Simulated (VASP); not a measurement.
Write the native input for VASP 6.6.1 that does the following.

```yaml
Task: relaxation of cell and atoms
Functional: r2SCAN
Potentials_or_basis: VASP PAW PBE potentials, release 64 (Zn, Ge_d, P)
Cutoff: 550 eV
k_mesh: 6 × 6 × 6
Occupations: fermi-dirac, width 0.02 eV
Spin: no spin polarisation
Dipole_correction: no
Further_INCAR_settings: ALGO = Normal; EDIFF = 1e-07; IBRION = 2; EDIFFG = -0.005; NSW = 80; ISIF = 3
```

The system is ZnGeP2.

```
CELL_PARAMETERS angstrom
-2.75005 2.75005 5.42115
2.75005 -2.75005 5.42115
2.75005 2.75005 -5.42115
ATOMIC_POSITIONS crystal
Zn 0.00000 0.00000 0.00000
Zn 0.75000 0.25000 0.50000
Ge 0.50000 0.50000 0.00000
Ge 0.25000 0.75000 0.50000
P 0.37500 0.37836 0.50336
P 0.62164 0.12500 0.99664
P 0.87500 0.87164 0.49664
P 0.12836 0.62500 0.00336
```

One way to write it, as run:

POSCAR

```
ZnGeP2
1.0
   -2.7500549964      2.7500549964      5.4211467070
    2.7500549964     -2.7500549964      5.4211467070
    2.7500549964      2.7500549964     -5.4211467070
Zn Ge P
2 2 4
Direct
    0.0000000000      0.0000000000      0.0000000000
    0.7500000000      0.2500000000      0.5000000000
    0.5000000000      0.5000000000      0.0000000000
    0.2500000000      0.7500000000      0.5000000000
    0.3750000000      0.3783565562      0.5033565562
    0.6216434438      0.1250000000      0.9966434438
    0.8750000000      0.8716434438      0.4966434438
    0.1283565562      0.6250000000      0.0033565562
```

INCAR.step1

```
SYSTEM = ZnGeP2
ALGO     = Normal         ! electronic algorithm
EDIFF    = 1E-5           ! SCF threshold, eV
EDIFFG   = -0.005         ! ionic threshold
ENCUT    = 550            ! plane-wave cutoff, eV
GGA      = PE             ! functional
GGA_COMPAT= .FALSE.      
IBRION   = 2              ! ionic algorithm
ISIF     = 3              ! what is computed and relaxed
ISMEAR   = -1             ! smearing method
KPAR     = 4            
LASPH    = .TRUE.         ! aspherical terms in the spheres
LCHARG   = .FALSE.        ! write CHGCAR
LREAL    = .FALSE.        ! projectors in reciprocal space
LWAVE    = .TRUE.         ! write WAVECAR
NELM     = 120            ! most SCF steps
NELMIN   = 4            
NSW      = 100            ! ionic steps
PREC     = Accurate       ! precision mode
SIGMA    = 0.02           ! smearing width, eV
```

INCAR.step2

```
SYSTEM = ZnGeP2
ALGO     = Normal         ! electronic algorithm
EDIFF    = 1E-7           ! SCF threshold, eV
EDIFFG   = -0.005         ! ionic threshold
ENCUT    = 550            ! plane-wave cutoff, eV
GGA_COMPAT= .FALSE.      
IBRION   = 2              ! ionic algorithm
ISIF     = 3              ! what is computed and relaxed
ISMEAR   = -1             ! smearing method
ISTART   = 1            
KPAR     = 4            
LASPH    = .TRUE.         ! aspherical terms in the spheres
LCHARG   = .FALSE.        ! write CHGCAR
LMIXTAU  = .TRUE.       
LREAL    = .FALSE.        ! projectors in reciprocal space
LWAVE    = .FALSE.        ! write WAVECAR
METAGGA  = R2SCAN         ! meta-GGA
NELM     = 120            ! most SCF steps
NELMIN   = 4            
NSW      = 80             ! ionic steps
PREC     = Accurate       ! precision mode
SIGMA    = 0.02           ! smearing width, eV
```

KPOINTS

```
k-points
0
G
  6 6 6
  0 0 0
```

Potentials or basis: VASP PAW PBE potentials, release 64 (Zn, Ge_d, P).

Run with:

```sh
$ cat potpaw_PBE.64/Zn/POTCAR potpaw_PBE.64/Ge_d/POTCAR potpaw_PBE.64/P/POTCAR > POTCAR
$ cp INCAR.step1 INCAR
$ mpirun -np 4 vasp_std > vasp.out
$ cp INCAR.step2 INCAR
$ mpirun -np 4 vasp_std > vasp.out
```

Results of the run:

The relaxed volume is 19.88 Å³/atom. The relaxed cell is a = 6.603 Å, b = 6.603 Å, c = 6.603 Å, α = 131.30°, β = 131.30°, γ = 71.33°, the space group after relaxing (to 0.05 Å) is I-42d (No. 122) and the energy gained by relaxing is 5.3 meV/atom. The ionic steps are 6 and the pressure after relaxing is 0.0 GPa. The band gap on the k mesh is 1.51 eV, indirect (least direct gap 1.64 eV).

Caveat: the PAW data sets were made with another functional, which shifts forces and pressure a little.

It took 59 min on 4 MPI ranks on Intel(R) Xeon(R) Platinum 8488C (Sapphire Rapids), on a shared host, peak memory 0.63 GiB a rank.
